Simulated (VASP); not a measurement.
Here is a VASP 6.6.1 calculation.

The input INCAR:

```
SYSTEM = Pd
ALGO = Fast
EDIFF = 1E-6
ENCUT = 520
GGA = PE
ISIF = 2
ISMEAR = 0
LASPH = .TRUE.
LCHARG = .FALSE.
LREAL = .FALSE.
LWAVE = .FALSE.
NBANDS = 11
NELM = 80
PREC = Accurate
SIGMA = 0.15
```

The input KPOINTS:

```
k-points
0
G
  8 8 8
  0 0 0
```

Contents of POSCAR:

```
Pd
1.0
    0.0000000000      2.0421450000      2.0421450000
    2.0421450000      0.0000000000      2.0421450000
    2.0421450000      2.0421450000      0.0000000000
Pd
1
Direct
    0.0000000000      0.0000000000      0.0000000000
```

Potentials or basis: VASP PAW PBE potentials, release 64 (Pd).

Launch:

```console
$ cat potpaw_PBE.64/Pd/POTCAR > POTCAR
$ mpirun -np 1 vasp_std > vasp.out
```

Predict the pressure.

-12.9 GPa.

Estimate the band gap on the k mesh.

zero (band 5 reaches 7.78 eV, above the bottom of band 6 at 6.54 eV).

Caveat: the cell differs from its parent crystal (strain +0.050 along x and y, +0.050 along z).
